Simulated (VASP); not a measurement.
Here is a VASP 6.6.1 calculation.

INCAR

```
SYSTEM = P
PREC = Accurate
ENCUT = 600
EDIFF = 1E-6
ISMEAR = 0
SIGMA = 0.1
LREAL = .FALSE.
LASPH = .TRUE.
NELM = 100
ALGO = Normal
ISIF = 3
LWAVE = .FALSE.
LCHARG = .FALSE.
GGA = PE
IVDW = 12
IBRION = 2
NSW = 100
EDIFFG = -0.005
```

File KPOINTS:

```
regular mesh
0
G
  18 18 18
  0 0 0
```

The input POSCAR:

```
P
1.0
   -1.7030691521      2.4295863910      1.7290990506
    1.7030691521     -2.4295863910      1.7290990506
    1.7030691521      2.4295863910     -1.7290990506
P
2
Direct
    0.7767807398      0.0267807398      0.7500000000
    0.2232192602      0.9732192602      0.2500000000
```

Potentials or basis: VASP PAW PBE potentials, release 64 (P).

Run with:

```bash
$ cat potpaw_PBE.64/P/POTCAR > POTCAR
$ mpirun -np 1 vasp_std > vasp.out
```

(1) What does it give for the band gap on the k mesh?

(2) Estimate the space group after relaxing (to 0.1 Å).

Results:

(1) zero (bands 5 and 6 overlap by 1.57 eV).

(2) Imma (No. 74).
